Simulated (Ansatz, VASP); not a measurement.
**Ni in VASP and in Ansatz**

```
Ni
1.0
     2.79260    0.00000    0.00000
     0.00000    2.79260    0.00000
     0.00000    0.00000    2.79260
Ni
2
Direct
  0.00000 0.00000 0.00000
  0.50000 0.50000 0.50000
```

Alike in both runs: task single point; functional PBE; k mesh 18 × 18 × 18; occupations fermi-dirac, width 0.05 eV; collinear spin.

```csv
,VASP,Ansatz
version,VASP 6.6.1,Ansatz 0.2.0
potentials or method,"VASP PAW PBE potentials, release 64 (Ni), cutoff 520 eV","plane waves (420 eV) with PAW, scalar-relativistic"
valence electrons in the cell,20,36
```

```csv
,VASP,Ansatz,Ansatz less VASP
net moment per atom (μB),0.00,0.55,+0.552
size of the moment on the site where the two differ most (μB),0.00,0.58,+0.582
```

The net moments are unlike, so the other rows may belong to different states. Site moments also hang on the region over which each program counts them. VASP's potentials hold 20 valence electrons a cell and Ansatz's 36, so a difference there can come from the potentials and not from the codes. Ansatz's warnings: seeded moment not kept.
